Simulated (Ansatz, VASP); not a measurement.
## ZnO2: VASP beside Ansatz

The input INCAR:

```
  ALGO = Normal
  EDIFF = 1E-6
  ENCUT = 600
  GGA = CA
  GGA_COMPAT = False
  ISIF = 2
  ISMEAR = 0
  LASPH = True
  LCHARG = False
  LREAL = False
  LWAVE = False
  NBANDS = 60
  NELM = 120
  PREC = Accurate
  SIGMA = 0.05
```

KPOINTS

```
k-points
0
Gamma
  6 6 6
```

The input POSCAR:

```
ZnO2
1.0
    4.8654236729      0.0000000000      0.0000000000
    0.0000000000      4.8654236729      0.0000000000
    0.0000000000      0.0000000000      4.8654236729
Zn O
4 8
Direct
    0.0000000000      0.5000000000      0.5000000000
    0.5000000000      0.5000000000      0.0000000000
    0.5000000000      0.0000000000      0.5000000000
    0.0000000000      0.0000000000      0.0000000000
    0.4124106084      0.0875893916      0.9124106084
    0.0875893916      0.9124106084      0.4124106084
    0.9124106084      0.4124106084      0.0875893916
    0.5875893916      0.5875893916      0.5875893916
    0.4124106084      0.4124106084      0.4124106084
    0.0875893916      0.5875893916      0.9124106084
    0.9124106084      0.0875893916      0.5875893916
    0.5875893916      0.9124106084      0.0875893916
```

Input for Ansatz:

```yaml
crystal:
  lattice:
    - [4.8654236729, 0.0, 0.0]
    - [0.0, 4.8654236729, 0.0]
    - [0.0, 0.0, 4.8654236729]
  atoms:
    - { symbol: Zn, position: [0.0, 0.5, 0.5] }
    - { symbol: Zn, position: [0.5, 0.5, 0.0] }
    - { symbol: Zn, position: [0.5, 0.0, 0.5] }
    - { symbol: Zn, position: [0.0, 0.0, 0.0] }
    - { symbol: O, position: [0.4124106094, 0.0875893906, 0.9124106094] }
    - { symbol: O, position: [0.0875893906, 0.9124106094, 0.4124106094] }
    - { symbol: O, position: [0.9124106094, 0.4124106094, 0.0875893906] }
    - { symbol: O, position: [0.5875893906, 0.5875893906, 0.5875893906] }
    - { symbol: O, position: [0.4124106094, 0.4124106094, 0.4124106094] }
    - { symbol: O, position: [0.0875893906, 0.5875893906, 0.9124106094] }
    - { symbol: O, position: [0.9124106094, 0.0875893906, 0.5875893906] }
    - { symbol: O, position: [0.5875893906, 0.9124106094, 0.0875893906] }
basis:
  ecutwfc: 520.0
kpoints:
  mp_grid: { grid: [6, 6, 6] }
hamiltonian:
  xc: lda
  pseudopotentials: { kind: paw, azcp: { folder: soft_1 } }
scf:
  occupations: { method: gaussian, width: 0.05 }
output:
  forces: true
  stress: true
  eigenvalues: true
```

Alike in both runs: task single point; functional LDA; k mesh 6 × 6 × 6; occupations gaussian, width 0.05 eV; no spin polarisation.

```csv
,VASP,Ansatz
version,VASP 6.6.1,Ansatz 0.2.0
potentials or method,"VASP PAW LDA potentials, release 64 (Zn, O), cutoff 600 eV","scalar-relativistic, plane waves, PAW"
valence electrons in the cell,96,96
```

|  | VASP | Ansatz | Ansatz less VASP |
| --- | --- | --- | --- |
| gap on the k mesh at the Fermi level (eV) | 2.18 | 2.20 | +0.016 |
| least direct gap on the mesh (eV) | 2.33 | 2.35 | +0.020 |
| pressure (GPa) | -5.6 | -6.8 | -1.27 |
| rms of the force components (eV/Å) | 0.003 | 0.120 | +0.1163 |

Ansatz warns that its potentials were made for another functional, while VASP's fit it. LDA's correlation is that of Perdew and Zunger in VASP and of Perdew and Wang (1992) in Ansatz. Atom by atom the forces differ by 0.123 eV/Å (rms over components). One of these differences is far larger than is usual between the two programs; its cause wasn't traced.
